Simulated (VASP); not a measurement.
Write the native input for VASP 6.6.1 that does the following.

```yaml
Task: single point
Functional: PBE
Potentials_or_basis: VASP PAW PBE potentials, release 64 (I)
Cutoff: 520 eV
k_mesh: 14 × 14 × 14
Occupations: fermi-dirac, width 0.05 eV
Spin: no spin polarisation
Dipole_correction: no
Further_INCAR_settings: ALGO = Normal; EDIFF = 1e-07; NBANDS = 10
```

The structure of I lies in POSCAR:

```
I
1.0
    0.0000000000      2.4889090649      2.4889090649
    2.4889090649      0.0000000000      2.4889090649
    2.4889090649      2.4889090649      0.0000000000
I
1
Direct
    0.0000000000      0.0000000000      0.0000000000
```

One way to write it, as run:

INCAR

```
SYSTEM = I
PREC = Accurate
ENCUT = 520
EDIFF = 1E-7
ISMEAR = -1
SIGMA = 0.05
LREAL = .FALSE.
LASPH = .TRUE.
NELM = 100
ALGO = Normal
ISIF = 2
LWAVE = .FALSE.
LCHARG = .FALSE.
GGA = PE
NBANDS = 10
```

KPOINTS

```
regular mesh
0
G
  14 14 14
  0 0 0
```

Potentials or basis: VASP PAW PBE potentials, release 64 (I).

Command:

```sh
$ cat potpaw_PBE.64/I/POTCAR > POTCAR
$ mpirun -np 1 vasp_std > vasp.out
```

Results of the run:

```
Pressure               : 4.2 GPa
Band gap on the k mesh : zero (an odd number of electrons rules out a gap without spin polarisation)
```

Caveat: the cell stands under pressure; spin-orbit coupling is left out, which moves the levels of the heavy elements; an odd number of electrons without spin polarisation forces a metal; a magnetic or distorted state may lie lower.

It took 18 s on 1 thread of Intel(R) Xeon(R) Platinum 8488C (Sapphire Rapids) (shared host), peak memory 0.17 GiB.
